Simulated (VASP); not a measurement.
# KMgF3 (Pm-3m) in VASP: settings compared

The runs below take KMgF3 through single point, with PBEsol, PBE.

Program: VASP 6.6.1. These are calculated values, not measurements. Logs are shortened: lines on timing, memory, paths and dates and some standing lists are left out, and cuts for length are marked.

## 1. The cell of the first run

The structure is cubic, space group Pm-3m (No. 221). The conventional cell has a = 3.980 Å, b = 3.980 Å, c = 3.980 Å, α = 90.00°, β = 90.00°, γ = 90.00°. K (site symmetry m-3m) has 12 F at 2.81 Å and 8 Mg at 3.45 Å within 3.7 Å. Within 2.6 Å of Mg (site symmetry m-3m) lie 6 F at 1.99 Å. Within 2.6 Å of F (site symmetry 4/mmm) lie 2 Mg at 1.99 Å.

## 2. Single point, PBEsol

Contents of INCAR:

```
SYSTEM = KMgF3
PREC = Accurate ; ENCUT = 520
EDIFF = 1E-7 ; ISMEAR = 0
SIGMA = 0.01 ; LREAL = .False.
LASPH = .True. ; NELM = 80
ALGO = Normal ; ISIF = 2
LWAVE = .False. ; LCHARG = .False.
GGA = PS ; NBANDS = 24
```

Contents of KPOINTS:

```
Automatic mesh
0
Gamma
  4 4 4
  0 0 0
```

Contents of POSCAR:

```
KMgF3
1.0
    3.9802355555      0.0000000000      0.0000000000
    0.0000000000      3.9802355555      0.0000000000
    0.0000000000      0.0000000000      3.9802355555
K Mg F
1 1 3
Direct
    0.5000000000      0.5000000000      0.5000000000
    0.0000000000      0.0000000000      0.0000000000
    0.5000000000      0.0000000000      0.0000000000
    0.0000000000      0.5000000000      0.0000000000
    0.0000000000      0.0000000000      0.5000000000
```

Potentials or basis: VASP PAW PBE potentials, release 64 (K_sv, Mg, F).

On the command line:

```
cat potpaw_PBE.64/K_sv/POTCAR potpaw_PBE.64/Mg/POTCAR potpaw_PBE.64/F/POTCAR > POTCAR
mpirun -np 1 vasp_std > vasp.out
```

OUTCAR:

```text
SYSTEM = KMgF3
   PREC = Accurate
   ENCUT = 520
   EDIFF = 1E-7
   ISMEAR = 0
   LREAL = .False.
   LASPH = .True.
   NELM = 80
   ISIF = 2
   GGA = PS

 ion  position               nearest neighbor table
   1  0.500  0.500  0.500-   3 2.81   4 2.81   5 2.81   3 2.81   4 2.81   3 2.81   5 2.81   3 2.81
                             4 2.81   5 2.81   4 2.81   5 2.81   2 3.45   2 3.45   2 3.45   2 3.45
   2  0.000  0.000  0.000-   3 1.99   4 1.99   5 1.99   5 1.99   4 1.99   3 1.99   1 3.45   1 3.45
                             1 3.45   1 3.45   1 3.45   1 3.45   1 3.45   1 3.45
   3  0.500  0.000  0.000-   2 1.99   2 1.99   1 2.81   1 2.81   1 2.81   1 2.81
   4  0.000  0.500  0.000-   2 1.99   2 1.99   1 2.81   1 2.81   1 2.81   1 2.81
   5  0.000  0.000  0.500-   2 1.99   2 1.99   1 2.81   1 2.81   1 2.81   1 2.81

  LATTYP: Found a simple cubic cell.
 ALAT       =     3.9802355555

  Lattice vectors:

 A1 = (   3.9802355555,   0.0000000000,   0.0000000000)
 A2 = (   0.0000000000,   3.9802355555,   0.0000000000)
 A3 = (   0.0000000000,   0.0000000000,   3.9802355555)

Analysis of symmetry for initial positions (statically):
=====================================================================
 Subroutine PRICEL returns:
 Original cell was already a primitive cell.

 Routine SETGRP: Setting up the symmetry group for a
 simple cubic supercell.

 Subroutine GETGRP returns: Found 48 space group operations
 (whereof 48 operations were pure point group operations)
 out of a pool of 48 trial point group operations.

The static configuration has the point symmetry O_h .

Analysis of symmetry for dynamics (positions and initial velocities):
=====================================================================
 Subroutine PRICEL returns:
 Original cell was already a primitive cell.

 Routine SETGRP: Setting up the symmetry group for a
 simple cubic supercell.

 Subroutine GETGRP returns: Found 48 space group operations
 (whereof 48 operations were pure point group operations)
 out of a pool of 48 trial point group operations.

The dynamic configuration has the point symmetry O_h .

 Subroutine INISYM returns: Found 48 space group operations
 (whereof 48 operations are pure point group operations),
 and found     1 'primitive' translations

----------------------------------------------------------------------------------------

                                     Primitive cell

  volume of cell :      63.0560

  direct lattice vectors                    reciprocal lattice vectors
     3.980235556  0.000000000  0.000000000     0.251241412  0.000000000  0.000000000
     0.000000000  3.980235556  0.000000000     0.000000000  0.251241412  0.000000000
     0.000000000  0.000000000  3.980235556     0.000000000  0.000000000  0.251241412

  length of vectors
     3.980235556  3.980235556  3.980235556     0.251241412  0.251241412  0.251241412

  position of ions in fractional coordinates (direct lattice)
     0.500000000  0.500000000  0.500000000
     0.000000000  0.000000000  0.000000000
     0.500000000  0.000000000  0.000000000
     0.000000000  0.500000000  0.000000000
     0.000000000  0.000000000  0.500000000

  ion indices of the primitive-cell ions
   primitive index   ion index
                 1           1
                 2           2
                 3           3
                 4           4
                 5           5

----------------------------------------------------------------------------------------

 KPOINTS: Automatic mesh

Automatic generation of k-mesh.
 Grid dimensions read from file:
 generate k-points for:    4    4    4

 Generating k-lattice:

  Cartesian coordinates                     Fractional coordinates (reciprocal lattice)
     0.062810353  0.000000000  0.000000000     0.250000000  0.000000000  0.000000000
     0.000000000  0.062810353  0.000000000     0.000000000  0.250000000  0.000000000
     0.000000000  0.000000000  0.062810353     0.000000000  0.000000000  0.250000000

  Length of vectors
     0.062810353  0.062810353  0.062810353

  Shift w.r.t. Gamma in fractional coordinates (k-lattice)
     0.000000000  0.000000000  0.000000000

 Subroutine IBZKPT returns following result:
 ===========================================

 Found     10 irreducible k-points:

 Following reciprocal coordinates:
            Coordinates               Weight
  0.000000  0.000000  0.000000      1.000000
  0.250000  0.000000  0.000000      6.000000
  0.500000  0.000000  0.000000      3.000000
  0.250000  0.250000  0.000000     12.000000
  0.500000  0.250000  0.000000     12.000000
  0.500000  0.500000  0.000000      3.000000
  0.250000  0.250000  0.250000      8.000000
  0.500000  0.250000  0.250000     12.000000
  0.500000  0.500000  0.250000      6.000000
  0.500000  0.500000  0.500000      1.000000
   k-points           NKPTS =     10   k-points in BZ     NKDIM =     10   number of bands    NBANDS=     24
   number of dos      NEDOS =    301   number of ions     NIONS =      5
   total plane-waves  NPLWV =  27000
   dimension x,y,z NGX =    30 NGY =   30 NGZ =   30
   dimension x,y,z NGXF=    60 NGYF=   60 NGZF=   60
   ions per type =               1   1   3
   NGX,Y,Z   is equivalent  to a cutoff of  12.53, 12.53, 12.53 a.u.
   NGXF,Y,Z  is equivalent  to a cutoff of  25.06, 25.06, 25.06 a.u.
 SYSTEM =  KMgF3
   PREC   = accura    normal or accurate (medium, high low for compatibility)
   ISTART =      0    job   : 0-new  1-cont  2-samecut
   ICHARG =      2    charge: 1-file 2-atom 10-const
   ISPIN  =      1    spin polarized calculation?
   LNONCOLLINEAR =      F non collinear calculations
   LSORBIT =      F    spin-orbit coupling
   LASPH  =      T    aspherical Exc in radial PAW
   ENCUT  =  520.0 eV  38.22 Ry    6.18 a.u.   7.40  7.40  7.40*2*pi/ulx,y,z
   NELM   =     80;   NELMIN=  2; NELMDL= -5     # of ELM steps
   EDIFF  = 0.1E-06   stopping-criterion for ELM
   LREAL  =      F    real-space projection
   EDIFFG = 0.1E-05   stopping-criterion for IOM
   NSW    =      0    number of steps for IOM
   IBRION =     -1    ionic relax: 0-MD 1-quasi-New 2-CG
   NFREE  =      0    steps in history (QN), initial steepest desc. (CG)
   ISIF   =      2    stress and relaxation
   ISYM   =      2    0-nonsym 1-usesym 2-fastsym
   POTIM  = 0.5000    time-step for ionic-motion
   TEBEG  =    0.0;   TEEND  =   0.0 temperature during run
   PSTRESS=    0.0 pullay stress
   NELECT =      32.0000    total number of electrons
   NUPDOWN=      -1.0000    fix difference up-down
   EMIN   =  10.00;   EMAX   =-10.00  energy-range for DOS
   EFERMI =   0.00;   METHOD = LEGACY
   ISMEAR =     0;   SIGMA  =   0.01  broadening in eV -4-tet -1-fermi 0-gaus
   EFERMI_NEDOS =   21; number of points for ismear=-14 and -15
   IALGO  =     38    algorithm
   IMIX   =      4    mixing-type and parameters
     AMIX     =   0.40;   BMIX     =  1.00
     AMIX_MAG =   1.60;   BMIX_MAG =  1.00
  volume/ion in A,a.u.               =      12.61        85.10
  Fermi-wavevector in a.u.,A,eV,Ry     =   1.305818  2.467639 23.200126  1.705161
  Thomas-Fermi vector in A             =   2.436662
   LORBIT       =      0    0 simple, 1 ext, 2 COOP (PROOUT), +10 PAW based schemes
   GGA     = PS    functional components
   LHFCALC =     F    Hartree Fock is set to
   AEXX    =    0.0000 exact exchange contribution
   IVDW    =     0    specifies the selected vdW correction
   LEPSILON=     F    determine dielectric tensor
   LRPA    =     F    only Hartree local field effects (RPA)
 non-spin polarized calculation
 Gauss-broadening in eV      SIGMA  =   0.01
  energy-cutoff  :      520.00
  volume of cell :       63.06
 maximum number of plane-waves:      1743
 NGX is ok and might be reduce to    30
   NGX = 15   NGY = 15   NGZ = 15

 number of electron      31.9999959 magnetization

 Free energy of the ion-electron system (eV)
  ---------------------------------------------------
  ext. energy  EPLUGINS =         0.00000000
  ---------------------------------------------------
  free energy    TOTEN  =       -25.26231395 eV

  energy without entropy =      -25.26231395  energy(sigma->0) =      -25.26231395

 E-fermi :  -1.6164     XC(G=0):  -9.9670

 val. band max:       -1.6850703486   @ k =   0.5000   0.5000   0.5000
 cond. band min:       5.4687918040   @ k =   0.0000   0.0000   0.0000
 fundamental gap:      7.1538621526
 Fermi energy:        -1.6164442684

 k-point     1 :       0.0000    0.0000    0.0000
  band No.  band energies     occupation
      1     -27.1535      2.00000
      2     -21.7080      2.00000
      3     -21.0328      2.00000
      4     -21.0328      2.00000
      5     -10.7189      2.00000
      6     -10.7189      2.00000
[... 16 lines left out ...]
     23      12.2309      0.00000
     24      15.0914      0.00000

 k-point     2 :       0.2500    0.0000    0.0000
  band No.  band energies     occupation
      1     -27.1381      2.00000
      2     -21.6428      2.00000
      3     -21.1133      2.00000
      4     -21.0275      2.00000
      5     -10.7098      2.00000
      6     -10.6890      2.00000
[... 16 lines left out ...]
     23      12.1805      0.00000
     24      14.8675      0.00000

 k-point     3 :       0.5000    0.0000    0.0000
  band No.  band energies     occupation
      1     -27.1227      2.00000
      2     -21.5515      2.00000
      3     -21.2204      2.00000
      4     -21.0224      2.00000
      5     -10.7008      2.00000
      6     -10.6586      2.00000
[... 16 lines left out ...]
     23      12.7235      0.00000
     24      13.6757      0.00000
[... 136 lines left out ...]
 k-point     9 :       0.5000    0.5000    0.2500
  band No.  band energies     occupation
      1     -27.0936      2.00000
      2     -21.2484      2.00000
      3     -21.2319      2.00000
      4     -21.2319      2.00000
      5     -10.8573      2.00000
      6     -10.8573      2.00000
[... 16 lines left out ...]
     23      12.5487      0.00000
     24      12.5487      0.00000

 k-point    10 :       0.5000    0.5000    0.5000
  band No.  band energies     occupation
      1     -27.0863      2.00000
      2     -21.2214      2.00000
      3     -21.2214      2.00000
      4     -21.2214      2.00000
      5     -10.9171      2.00000
      6     -10.9171      2.00000
[... 16 lines left out ...]
     23      13.3083      0.00000
     24      13.3083      0.00000

------------------------ aborting loop because EDIFF is reached ----------------------------------------

  FORCE on cell =-STRESS in cart. coord.  units (eV):
  Direction    XX          YY          ZZ          XY          YZ          ZX
  --------------------------------------------------------------------------------------
  -------------------------------------------------------------------------------------
  Total        0.0909699      0.0909699      0.0909699     -0.0000000     -0.0000000      0.0000000
  in kB        2.3114361      2.3114361      2.3114361     -0.0000000     -0.0000000      0.0000000
  external PRESSURE =       2.3114361 kB  Pullay stress =       0.0000000 kB

 VOLUME and BASIS-vectors are now :
 -----------------------------------------------------------------------------
  energy-cutoff  :      520.00
  volume of cell :       63.06
      direct lattice vectors                 reciprocal lattice vectors
     3.980235556  0.000000000  0.000000000     0.251241412  0.000000000  0.000000000
     0.000000000  3.980235556  0.000000000     0.000000000  0.251241412  0.000000000
     0.000000000  0.000000000  3.980235556     0.000000000  0.000000000  0.251241412

 POSITION                                       TOTAL-FORCE (eV/Angst)
 -----------------------------------------------------------------------------------
      1.99012      1.99012      1.99012         0.000000      0.000000      0.000000
      0.00000      0.00000      0.00000         0.000000      0.000000      0.000000
      1.99012      0.00000      0.00000         0.000000      0.000000      0.000000
      0.00000      1.99012      0.00000         0.000000      0.000000      0.000000
      0.00000      0.00000      1.99012         0.000000      0.000000      0.000000
 -----------------------------------------------------------------------------------
    total drift:                                0.000000     -0.000000      0.000000

  FREE ENERGIE OF THE ION-ELECTRON SYSTEM (eV)
  ---------------------------------------------------
  free  energy   TOTEN  =       -25.2623139472 eV

  energy  without entropy=      -25.2623139472  energy(sigma->0) =      -25.26231395
```

It took 12 s on 1 thread of Intel Xeon Platinum 8559C (Emerald Rapids), shared host; peak memory 0.16 GiB.

Results:

* Free energy: -25.2623 eV
* Pressure: 0.2 GPa
* Band gap on the k mesh: 7.15 eV, indirect (least direct gap 7.48 eV)

Caveat: the PAW data sets were made with another functional, which shifts forces and pressure a little. A k mesh can miss the band edges.

## 3. Single point, PBE

Contents of INCAR:

```
SYSTEM = KMgF3
  PREC = Accurate
  ENCUT = 520
  EDIFF = 1E-7
  ISMEAR = 0
  SIGMA = 0.01
  LREAL = .False.
  LASPH = .True.
  NELM = 100
  ALGO = Normal
  ISIF = 2
  LWAVE = .False.
  LCHARG = .False.
  GGA = PE
  NBANDS = 24
```

Contents of KPOINTS:

```
regular mesh
0
Gamma
  6 6 6
  0 0 0
```

POSCAR is that of step 2.

Potentials or basis: VASP PAW PBE potentials, release 64 (K_sv, Mg, F).

On the command line:

```
cat potpaw_PBE.64/K_sv/POTCAR potpaw_PBE.64/Mg/POTCAR potpaw_PBE.64/F/POTCAR > POTCAR
mpirun -np 1 vasp_std > vasp.out
```

OUTCAR:

```text
SYSTEM = KMgF3
   PREC = Accurate
   ENCUT = 520
   EDIFF = 1E-7
   ISMEAR = 0
   LREAL = .False.
   LASPH = .True.
   NELM = 100
   ISIF = 2
   GGA = PE

 ion  position               nearest neighbor table
   1  0.500  0.500  0.500-   3 2.81   4 2.81   5 2.81   3 2.81   4 2.81   3 2.81   5 2.81   3 2.81
                             4 2.81   5 2.81   4 2.81   5 2.81   2 3.45   2 3.45   2 3.45   2 3.45
   2  0.000  0.000  0.000-   3 1.99   4 1.99   5 1.99   5 1.99   4 1.99   3 1.99   1 3.45   1 3.45
                             1 3.45   1 3.45   1 3.45   1 3.45   1 3.45   1 3.45
   3  0.500  0.000  0.000-   2 1.99   2 1.99   1 2.81   1 2.81   1 2.81   1 2.81
   4  0.000  0.500  0.000-   2 1.99   2 1.99   1 2.81   1 2.81   1 2.81   1 2.81
   5  0.000  0.000  0.500-   2 1.99   2 1.99   1 2.81   1 2.81   1 2.81   1 2.81

  LATTYP: Found a simple cubic cell.
 ALAT       =     3.9802355555

  Lattice vectors:

 A1 = (   3.9802355555,   0.0000000000,   0.0000000000)
 A2 = (   0.0000000000,   3.9802355555,   0.0000000000)
 A3 = (   0.0000000000,   0.0000000000,   3.9802355555)

Analysis of symmetry for initial positions (statically):
=====================================================================
 Subroutine PRICEL returns:
 Original cell was already a primitive cell.

 Routine SETGRP: Setting up the symmetry group for a
 simple cubic supercell.

 Subroutine GETGRP returns: Found 48 space group operations
 (whereof 48 operations were pure point group operations)
 out of a pool of 48 trial point group operations.

The static configuration has the point symmetry O_h .

Analysis of symmetry for dynamics (positions and initial velocities):
=====================================================================
 Subroutine PRICEL returns:
 Original cell was already a primitive cell.

 Routine SETGRP: Setting up the symmetry group for a
 simple cubic supercell.

 Subroutine GETGRP returns: Found 48 space group operations
[... 125 lines left out ...]
  volume/ion in A,a.u.               =      12.61        85.10
  Fermi-wavevector in a.u.,A,eV,Ry     =   1.305818  2.467639 23.200126  1.705161
  Thomas-Fermi vector in A             =   2.436662
   LORBIT       =      0    0 simple, 1 ext, 2 COOP (PROOUT), +10 PAW based schemes
   GGA     = PE    functional components
   LHFCALC =     F    Hartree Fock is set to
   AEXX    =    0.0000 exact exchange contribution
   IVDW    =     0    specifies the selected vdW correction
   LEPSILON=     F    determine dielectric tensor
   LRPA    =     F    only Hartree local field effects (RPA)
 non-spin polarized calculation
 Gauss-broadening in eV      SIGMA  =   0.01
  energy-cutoff  :      520.00
  volume of cell :       63.06
 maximum number of plane-waves:      1743
 NGX is ok and might be reduce to    30
   NGX = 15   NGY = 15   NGZ = 15

 number of electron      31.9999959 magnetization

 Free energy of the ion-electron system (eV)
  ---------------------------------------------------
  ext. energy  EPLUGINS =         0.00000000
  ---------------------------------------------------
  free energy    TOTEN  =       -24.40805976 eV

  energy without entropy =      -24.40805976  energy(sigma->0) =      -24.40805976

 E-fermi :  -1.5005     XC(G=0):  -9.7053

 val. band max:       -1.5796766822   @ k =   0.5000   0.5000   0.5000
 cond. band min:       5.7577089308   @ k =   0.0000   0.0000   0.0000
 fundamental gap:      7.3373856130
 Fermi energy:        -1.5004722580

 k-point     1 :       0.0000    0.0000    0.0000
  band No.  band energies     occupation
      1     -27.2246      2.00000
      2     -21.7101      2.00000
      3     -21.0510      2.00000
      4     -21.0510      2.00000
      5     -10.7174      2.00000
      6     -10.7174      2.00000
[... 529 lines left out ...]
     23      13.6258      0.00000
     24      13.6258      0.00000

------------------------ aborting loop because EDIFF is reached ----------------------------------------

  FORCE on cell =-STRESS in cart. coord.  units (eV):
  Direction    XX          YY          ZZ          XY          YZ          ZX
  --------------------------------------------------------------------------------------
  -------------------------------------------------------------------------------------
  Total        1.4695253      1.4695253      1.4695253      0.0000000      0.0000000     -0.0000000
  in kB       37.3388845     37.3388845     37.3388845      0.0000000      0.0000000     -0.0000000
  external PRESSURE =      37.3388845 kB  Pullay stress =       0.0000000 kB

 VOLUME and BASIS-vectors are now :
 -----------------------------------------------------------------------------
  energy-cutoff  :      520.00
  volume of cell :       63.06
      direct lattice vectors                 reciprocal lattice vectors
     3.980235556  0.000000000  0.000000000     0.251241412  0.000000000  0.000000000
     0.000000000  3.980235556  0.000000000     0.000000000  0.251241412  0.000000000
     0.000000000  0.000000000  3.980235556     0.000000000  0.000000000  0.251241412

 POSITION                                       TOTAL-FORCE (eV/Angst)
 -----------------------------------------------------------------------------------
      1.99012      1.99012      1.99012         0.000000      0.000000      0.000000
      0.00000      0.00000      0.00000         0.000000      0.000000      0.000000
      1.99012      0.00000      0.00000         0.000000      0.000000      0.000000
      0.00000      1.99012      0.00000         0.000000      0.000000      0.000000
      0.00000      0.00000      1.99012         0.000000      0.000000      0.000000
 -----------------------------------------------------------------------------------
    total drift:                                0.000000     -0.000000      0.000000

  FREE ENERGIE OF THE ION-ELECTRON SYSTEM (eV)
  ---------------------------------------------------
  free  energy   TOTEN  =       -24.4080597586 eV

  energy  without entropy=      -24.4080597586  energy(sigma->0) =      -24.40805976
```

Wall time 17 s (1 thread of Intel Xeon Platinum 8559C (Emerald Rapids), shared host); peak memory 0.18 GiB.

Results:

| Item | Value |
| --- | --- |
| Free energy | -24.4081 eV |
| Pressure | 3.7 GPa |
| Band gap on the k mesh | 7.34 eV, indirect (least direct gap 7.66 eV) |

A k mesh can miss the band edges. As with any semilocal functional, this PBE gap is likely too small.
